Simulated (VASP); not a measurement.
# ScAl (Pm-3m) in VASP: notebook, part 2 of 2

VASP 6.6.1. The steps go on from the part before.

## (6) Single point, PBEsol

This run uses another cell than the first one, of 18.74 Å³/atom, 1.078 times its volume.

INCAR

```
SYSTEM = ScAl
PREC = Accurate
ENCUT = 520
EDIFF = 1E-6
ISMEAR = -1
SIGMA = 0.1
LREAL = .False.
LASPH = .True.
NELM = 80
ALGO = Normal
ISIF = 2
LWAVE = .False.
LCHARG = .False.
GGA = PS
NBANDS = 14
```

KPOINTS

```
Automatic mesh
0
Gamma
  14 14 14
  0 0 0
```

POSCAR

```
ScAl
1.0
    3.3464246974      0.0000000000      0.0000000000
    0.0000000000      3.3464246974      0.0000000000
    0.0000000000      0.0000000000      3.3464246974
Sc Al
1 1
Direct
    0.5000000000      0.5000000000      0.5000000000
    0.0000000000      0.0000000000      0.0000000000
```

Potentials or basis: VASP PAW PBE potentials, release 64 (Sc_sv, Al).

Run with:

```bash
$ cat potpaw_PBE.64/Sc_sv/POTCAR potpaw_PBE.64/Al/POTCAR > POTCAR
$ mpirun -np 1 vasp_std > vasp.out
```

OUTCAR:

```text
SYSTEM = ScAl
   PREC = Accurate
   ENCUT = 520
   EDIFF = 1E-6
   ISMEAR = -1
   LREAL = .False.
   LASPH = .True.
   NELM = 80
   ISIF = 2
   GGA = PS

 ion  position               nearest neighbor table
   1  0.500  0.500  0.500-   2 2.90   2 2.90   2 2.90   2 2.90   2 2.90   2 2.90   2 2.90   2 2.90

   2  0.000  0.000  0.000-   1 2.90   1 2.90   1 2.90   1 2.90   1 2.90   1 2.90   1 2.90   1 2.90

  LATTYP: Found a simple cubic cell.
 ALAT       =     3.3464246974

  Lattice vectors:

 A1 = (   3.3464246974,   0.0000000000,   0.0000000000)
 A2 = (   0.0000000000,   3.3464246974,   0.0000000000)
 A3 = (   0.0000000000,   0.0000000000,   3.3464246974)

Analysis of symmetry for initial positions (statically):
=====================================================================
 Subroutine PRICEL returns:
 Original cell was already a primitive cell.

 Routine SETGRP: Setting up the symmetry group for a
 simple cubic supercell.

 Subroutine GETGRP returns: Found 48 space group operations
 (whereof 48 operations were pure point group operations)
 out of a pool of 48 trial point group operations.

The static configuration has the point symmetry O_h .

Analysis of symmetry for dynamics (positions and initial velocities):
=====================================================================
 Subroutine PRICEL returns:
 Original cell was already a primitive cell.

 Routine SETGRP: Setting up the symmetry group for a
 simple cubic supercell.

 Subroutine GETGRP returns: Found 48 space group operations
 (whereof 48 operations were pure point group operations)
 out of a pool of 48 trial point group operations.

The dynamic configuration has the point symmetry O_h .

 Subroutine INISYM returns: Found 48 space group operations
 (whereof 48 operations are pure point group operations),
 and found     1 'primitive' translations

----------------------------------------------------------------------------------------

                                     Primitive cell

  volume of cell :      37.4751

  direct lattice vectors                    reciprocal lattice vectors
     3.346424697  0.000000000  0.000000000     0.298826386  0.000000000  0.000000000
     0.000000000  3.346424697  0.000000000     0.000000000  0.298826386  0.000000000
     0.000000000  0.000000000  3.346424697     0.000000000  0.000000000  0.298826386

  length of vectors
     3.346424697  3.346424697  3.346424697     0.298826386  0.298826386  0.298826386

  position of ions in fractional coordinates (direct lattice)
     0.500000000  0.500000000  0.500000000
     0.000000000  0.000000000  0.000000000

  ion indices of the primitive-cell ions
   primitive index   ion index
                 1           1
                 2           2

----------------------------------------------------------------------------------------

 KPOINTS: Automatic mesh

Automatic generation of k-mesh.
 Grid dimensions read from file:
 generate k-points for:   14   14   14

 Generating k-lattice:

  Cartesian coordinates                     Fractional coordinates (reciprocal lattice)
     0.021344742  0.000000000  0.000000000     0.071428571  0.000000000  0.000000000
     0.000000000  0.021344742  0.000000000     0.000000000  0.071428571  0.000000000
     0.000000000  0.000000000  0.021344742     0.000000000  0.000000000  0.071428571

  Length of vectors
     0.021344742  0.021344742  0.021344742

  Shift w.r.t. Gamma in fractional coordinates (k-lattice)
     0.000000000  0.000000000  0.000000000

 Subroutine IBZKPT returns following result:
 ===========================================

 Found    120 irreducible k-points:

 Following reciprocal coordinates:
            Coordinates               Weight
  0.000000  0.000000  0.000000      1.000000
  0.071429  0.000000  0.000000      6.000000
  0.142857  0.000000  0.000000      6.000000
  0.214286  0.000000  0.000000      6.000000
  0.285714  0.000000  0.000000      6.000000
  0.357143  0.000000  0.000000      6.000000
[... 16 lines left out ...]
  0.285714  0.214286  0.000000     24.000000
  0.357143  0.214286  0.000000     24.000000
 [... further k-points ...]
   k-points           NKPTS =    120   k-points in BZ     NKDIM =    120   number of bands    NBANDS=     14
   number of dos      NEDOS =    301   number of ions     NIONS =      2
   total plane-waves  NPLWV =  21952
   dimension x,y,z NGX =    28 NGY =   28 NGZ =   28
   dimension x,y,z NGXF=    56 NGYF=   56 NGZF=   56
   ions per type =               1   1
   NGX,Y,Z   is equivalent  to a cutoff of  13.91, 13.91, 13.91 a.u.
   NGXF,Y,Z  is equivalent  to a cutoff of  27.82, 27.82, 27.82 a.u.
 SYSTEM =  ScAl
   PREC   = accura    normal or accurate (medium, high low for compatibility)
   ISTART =      0    job   : 0-new  1-cont  2-samecut
   ICHARG =      2    charge: 1-file 2-atom 10-const
   ISPIN  =      1    spin polarized calculation?
   LNONCOLLINEAR =      F non collinear calculations
   LSORBIT =      F    spin-orbit coupling
   LASPH  =      T    aspherical Exc in radial PAW
   ENCUT  =  520.0 eV  38.22 Ry    6.18 a.u.   6.22  6.22  6.22*2*pi/ulx,y,z
   NELM   =     80;   NELMIN=  2; NELMDL= -5     # of ELM steps
   EDIFF  = 0.1E-05   stopping-criterion for ELM
   LREAL  =      F    real-space projection
   EDIFFG = 0.1E-04   stopping-criterion for IOM
   NSW    =      0    number of steps for IOM
   IBRION =     -1    ionic relax: 0-MD 1-quasi-New 2-CG
   NFREE  =      0    steps in history (QN), initial steepest desc. (CG)
   ISIF   =      2    stress and relaxation
   ISYM   =      2    0-nonsym 1-usesym 2-fastsym
   POTIM  = 0.5000    time-step for ionic-motion
   TEBEG  =    0.0;   TEEND  =   0.0 temperature during run
   PSTRESS=    0.0 pullay stress
   NELECT =      14.0000    total number of electrons
   NUPDOWN=      -1.0000    fix difference up-down
   EMIN   =  10.00;   EMAX   =-10.00  energy-range for DOS
   EFERMI =   0.00;   METHOD = LEGACY
   ISMEAR =    -1;   SIGMA  =   0.10  broadening in eV -4-tet -1-fermi 0-gaus
   EFERMI_NEDOS =   21; number of points for ismear=-14 and -15
   IALGO  =     38    algorithm
   IMIX   =      4    mixing-type and parameters
     AMIX     =   0.40;   BMIX     =  1.00
     AMIX_MAG =   1.60;   BMIX_MAG =  1.00
  volume/ion in A,a.u.               =      18.74       126.45
  Fermi-wavevector in a.u.,A,eV,Ry     =   1.179061  2.228103 18.914629  1.390186
  Thomas-Fermi vector in A             =   2.315379
   LORBIT       =      0    0 simple, 1 ext, 2 COOP (PROOUT), +10 PAW based schemes
   GGA     = PS    functional components
   LHFCALC =     F    Hartree Fock is set to
   AEXX    =    0.0000 exact exchange contribution
   IVDW    =     0    specifies the selected vdW correction
   LEPSILON=     F    determine dielectric tensor
   LRPA    =     F    only Hartree local field effects (RPA)
 non-spin polarized calculation
  energy-cutoff  :      520.00
  volume of cell :       37.48
 maximum number of plane-waves:      1024
 NGX is ok and might be reduce to    28
   NGX = 13   NGY = 13   NGZ = 13

 number of electron      14.0000002 magnetization

 Free energy of the ion-electron system (eV)
  ---------------------------------------------------
  ext. energy  EPLUGINS =         0.00000000
  ---------------------------------------------------
  free energy    TOTEN  =       -11.63685866 eV

  energy without entropy =      -11.60758490  energy(sigma->0) =      -11.62222178

 E-fermi :   6.1359     XC(G=0): -10.4939

 val. band max:        6.1338848707   @ k =   0.3571   0.0714   0.0000
 cond. band min:       6.1398083837   @ k =   0.5000   0.5000   0.4286
 fundamental gap:      0.0059235130
 Fermi energy:         6.1359304061

 k-point     1 :       0.0000    0.0000    0.0000
  band No.  band energies     occupation
      1     -43.0221      2.00000
      2     -21.6980      2.00000
      3     -21.6980      2.00000
      4     -21.6980      2.00000
      5      -2.4042      2.00000
      6       5.4296      1.99829
      7       5.4296      1.99829
      8       8.9143      0.00000
      9       8.9143      0.00000
     10       8.9143      0.00000
     11       9.9659      0.00000
     12       9.9659      0.00000
     13       9.9659      0.00000
     14      14.8814      0.00000
[... 375 lines left out ...]
 k-point    24 :       0.3571    0.2143    0.0000
  band No.  band energies     occupation
      1     -43.0023      2.00000
      2     -21.8481      2.00000
      3     -21.7571      2.00000
      4     -21.6768      2.00000
      5      -0.1490      2.00000
      6       3.3623      2.00000
      7       5.4465      1.99798
      8       6.7990      0.00264
      9       7.3786      0.00001
     10       8.3999      0.00000
     11       9.7983      0.00000
     12      11.2640      0.00000
     13      13.3178      0.00000
     14      13.6950      0.00000

 [... further k-points ...]
[... 5 lines left out ...]
  --------------------------------------------------------------------------------------
  -------------------------------------------------------------------------------------
  Total        0.0206839      0.0206839      0.0206839     -0.0000000     -0.0000000     -0.0000000
  in kB        0.8843025      0.8843025      0.8843025     -0.0000000     -0.0000000     -0.0000000
  external PRESSURE =       0.8843025 kB  Pullay stress =       0.0000000 kB

 VOLUME and BASIS-vectors are now :
 -----------------------------------------------------------------------------
  energy-cutoff  :      520.00
  volume of cell :       37.48
      direct lattice vectors                 reciprocal lattice vectors
     3.346424697  0.000000000  0.000000000     0.298826386  0.000000000  0.000000000
     0.000000000  3.346424697  0.000000000     0.000000000  0.298826386  0.000000000
     0.000000000  0.000000000  3.346424697     0.000000000  0.000000000  0.298826386

 POSITION                                       TOTAL-FORCE (eV/Angst)
 -----------------------------------------------------------------------------------
      1.67321      1.67321      1.67321         0.000000      0.000000      0.000000
      0.00000      0.00000      0.00000         0.000000      0.000000      0.000000
 -----------------------------------------------------------------------------------
    total drift:                                0.000000      0.000000      0.000000

  FREE ENERGIE OF THE ION-ELECTRON SYSTEM (eV)
  ---------------------------------------------------
  free  energy   TOTEN  =       -11.6368586618 eV

  energy  without entropy=      -11.6075849017  energy(sigma->0) =      -11.62222178
```

OSZICAR:

```text
N       E                     dE             d eps       ncg     rms          rms(c)
DAV:   1     0.120109003512E+03    0.12011E+03   -0.66991E+03  3480   0.940E+02
DAV:   2    -0.956835396684E+01   -0.12968E+03   -0.12568E+03  3420   0.309E+02
DAV:   3    -0.127405311077E+02   -0.31722E+01   -0.30821E+01  4890   0.599E+01
DAV:   4    -0.128070879301E+02   -0.66557E-01   -0.66512E-01  4056   0.718E+00
DAV:   5    -0.128097987422E+02   -0.27108E-02   -0.27107E-02  5108   0.140E+00    0.778E+00
DAV:   6    -0.116972830411E+02    0.11125E+01   -0.18869E+00  5152   0.201E+01    0.222E+00
DAV:   7    -0.116513954160E+02    0.45888E-01   -0.93516E-02  5538   0.308E+00    0.957E-01
DAV:   8    -0.116375123806E+02    0.13883E-01   -0.15685E-02  4644   0.133E+00    0.246E-01
DAV:   9    -0.116369150799E+02    0.59730E-03   -0.19414E-03  5196   0.730E-01    0.112E-01
DAV:  10    -0.116368778708E+02    0.37209E-04   -0.37267E-04  5132   0.285E-01    0.368E-02
DAV:  11    -0.116368587072E+02    0.19164E-04   -0.57047E-05  5122   0.122E-01    0.485E-03
DAV:  12    -0.116368586618E+02    0.45386E-07   -0.21771E-06  4032   0.192E-02
   1 F= -.11636859E+02 E0= -.11622222E+02  d E =-.292738E-01
```

stdout:

```text
POSCAR found type information on POSCAR ScAl
 POSCAR found :  2 types and       2 ions
 scaLAPACK will be used
 -----------------------------------------------------------------------------
|                                                                             |
|                                                                             |
|     You enforced a specific xc type in the INCAR file but a different       |
|     I HOPE YOU KNOW WHAT YOU ARE DOING!                                     |
|                                                                             |
 -----------------------------------------------------------------------------

 LDA part: xc-table for (Slater+PW92), standard interpolation
 POSCAR, INCAR and KPOINTS ok, starting setup
 FFT: planning ... GRIDC
 FFT: planning ... GRID_SOFT
 FFT: planning ... GRID
 WAVECAR not read
 entering main loop
```

It took 34 s on 1 thread of Intel Xeon Platinum 8488C (Sapphire Rapids), shared host; peak memory 0.2 GiB.

What came out:

```yaml
Free_energy: -11.6369 eV
Pressure: 0.1 GPa
Band_gap_on_the_k_mesh: zero (band 7 reaches 6.45 eV, above the bottom of band 8 at 5.28 eV)
```

Caveat: the PAW data sets were made with another functional, which shifts forces and pressure a little.

## (7) Summary

| cell | gap on the mesh (eV) | pressure (GPa) |
| --- | --- | --- |
| a = 3.264 Å, 2 atoms | none | 7.2 |
| a = 3.296 Å, 2 atoms | none | 4.1 |
| a = 3.320 Å, 2 atoms | none | 2.1 |
| a = 3.333 Å, 2 atoms | none | 1.1 |
| a = 3.346 Å, 2 atoms | none | 0.1 |

Alike in all rows: task single point; level PBEsol; potentials or basis VASP PAW PBE potentials, release 64 (Sc_sv, Al); no spin polarisation; k mesh 14 × 14 × 14; cutoff (eV) 520; smearing fermi-dirac 0.1 eV.

Caveats: the PAW data sets were made with another functional, which shifts forces and pressure a little.

Absolute energies hang on the potentials; compare differences alone.
